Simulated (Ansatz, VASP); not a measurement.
## Two plane-wave programs on PbS

File INCAR:

```
SYSTEM = PbS
ALGO = Normal
EDIFF = 1E-6
ENCUT = 520
GGA = PS
ISIF = 2
ISMEAR = 0
LASPH = .True.
LCHARG = .False.
LREAL = .False.
LWAVE = .False.
NBANDS = 17
NELM = 60
PREC = Accurate
SIGMA = 0.05
```

KPOINTS

```
k-points
0
Gamma
  10 10 10
  0 0 0
```

The input POSCAR:

```
PbS
1.0
    0.0000000000      2.9659144550      2.9659144550
    2.9659144550      0.0000000000      2.9659144550
    2.9659144550      2.9659144550      0.0000000000
Pb S
1 1
Direct
    0.5000000000      0.5000000000      0.5000000000
    0.0000000000      0.0000000000      0.0000000000
```

Input for Ansatz:

```yaml
crystal:
  lattice:
    - [0.0, 2.965914455, 2.965914455]
    - [2.965914455, 0.0, 2.965914455]
    - [2.965914455, 2.965914455, 0.0]
  atoms:
    - { symbol: Pb, position: [0.5, 0.5, 0.5] }
    - { symbol: S, position: [0.0, 0.0, 0.0] }
basis:
  ecutwfc: 420
  ecutrho_ratio: 4
kpoints:
  mp_grid: { grid: [10, 10, 10] }
hamiltonian:
  xc: pbesol
scf:
  occupations: { method: gaussian, width: 0.05 }
output:
  forces: true
  stress: true
  eigenvalues: true
```

Alike in both runs: task single point; functional PBEsol; k mesh 10 × 10 × 10; occupations gaussian, width 0.05 eV; no spin polarisation.

|  | VASP | Ansatz |
| --- | --- | --- |
| version | VASP 6.6.1 | Ansatz 0.2.0 |
| potentials or method | VASP PAW PBE potentials, release 64 (Pb_d, S), cutoff 520 eV | scalar-relativistic, plane waves, PAW |
| valence electrons in the cell | 20 | 20 |

```tsv
	VASP	Ansatz	Ansatz less VASP
pressure (GPa)	-0.9	-0.8	+0.05
```

VASP's potentials were made for PBE, not for PBEsol.

Spin-orbit coupling is off throughout.
